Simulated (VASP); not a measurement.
Here is a VASP 6.6.1 calculation.

INCAR

```
ALGO = Normal ; EDIFF = 1E-6
ENCUT = 520 ; GGA = PE
GGA_COMPAT = False ; ISIF = 2
ISMEAR = 0 ; KPAR = 2
LASPH = True ; LCHARG = True
LREAL = Auto ; LVHAR = True
LWAVE = False ; NBANDS = 193
NCORE = 2 ; NELM = 120
PREC = Accurate ; SIGMA = 0.02
```

KPOINTS

```
k-points
0
Gamma
  2 2 2
```

The input POSCAR:

```
Sr8Ti8GeO24
1.0
    7.8100000000      0.0000000000      0.0000000000
    0.0000000000      7.8100000000      0.0000000000
    0.0000000000      0.0000000000      7.8100000000
Sr Ti O Ge
8 8 24 1
Direct
   -0.0075974392      0.0009367478     -0.0065919334
   -0.0050564661      0.0003516005      0.4991335467
   -0.0209751601      0.4789336748     -0.0101923175
   -0.0194687580      0.4806311140      0.6163233035
    0.5135572343      0.0137654289     -0.0005247119
    0.5071942382      0.0072509603      0.4983560819
    0.5007303457      0.4924957746     -0.0063282971
    0.5001800256      0.4950247119      0.4990774648
    0.2504094750      0.2480992318      0.2494222791
    0.2499878361      0.2379454545      0.7513039693
    0.2789765685      0.7790425096      0.2239325224
    0.2488042254      0.7489044814      0.7458323944
    0.7529830986      0.2530588988      0.2541014085
    0.7369900128      0.2370975672      0.7539284251
    0.7479980794      0.7505749040      0.2492879641
    0.7378110115      0.7500862996      0.7513154930
    0.0013096031      0.2419548015      0.2261708067
    0.2573297055      0.0057932138      0.2774750320
    0.2624614597      0.2174692702     -0.0029888604
   -0.0047398207      0.2291072983      0.7715805378
    0.2463227913     -0.0058352113      0.7064144686
    0.2327128041      0.2822786172      0.4966933419
    0.0107746479      0.7587075544      0.1960909091
    0.2585038412      0.5108008963      0.1963734955
    0.2905295775      0.7903070423     -0.0130898848
   -0.0023193342      0.7487489117      0.7789491677
    0.2488321383      0.4977280410      0.7786533931
    0.2099321383      0.7101952625      0.4762594110
    0.4988254802      0.2537247119      0.2615299616
    0.7536687580     -0.0010847631      0.2614245839
    0.7363992318      0.2364124200      0.0000809219
    0.4944460948      0.2408745198      0.7368213828
    0.7409597951     -0.0054674776      0.7368072983
    0.7604247119      0.2604777209      0.5029130602
    0.5057355954      0.7574715749      0.2776483995
    0.7418249680      0.5013588988      0.2259915493
    0.7171354673      0.7626268886     -0.0029738796
    0.4941121639      0.7466186940      0.7062857875
    0.7289695262      0.4953518566      0.7716106274
    0.7823448143      0.7327376440      0.4967137004
    0.0643573624      0.5647516005      0.3255770807
```

Potentials or basis: VASP PAW PBE potentials, release 64 (Sr_sv, Ti_sv, O, Ge_d).

The run is started by

```console
$ cat potpaw_PBE.64/Sr_sv/POTCAR potpaw_PBE.64/Ti_sv/POTCAR potpaw_PBE.64/O/POTCAR potpaw_PBE.64/Ge_d/POTCAR > POTCAR
$ mpirun -np 4 vasp_std > vasp.out
```

Task: Estimate the band gap on the k mesh.

Result: Zero (bands 167 and 168 overlap by 0.81 eV).

Task: Estimate the pressure.

Result: 13.0 GPa.

Task: What does it give for the largest force?

Result: 0.105 eV/Å.

Stress tensor (GPa, compression positive):
```
12.70  1.53 -1.82
 1.53 12.71 -1.83
-1.82 -1.83 13.61
```

Caveat: the k points lie up to 0.40 Å⁻¹ apart, too coarse for converged energies and pressures of a metal; semilocal functionals often make such compounds metallic where correlation or magnetic order opens a gap, which also shifts bond lengths.
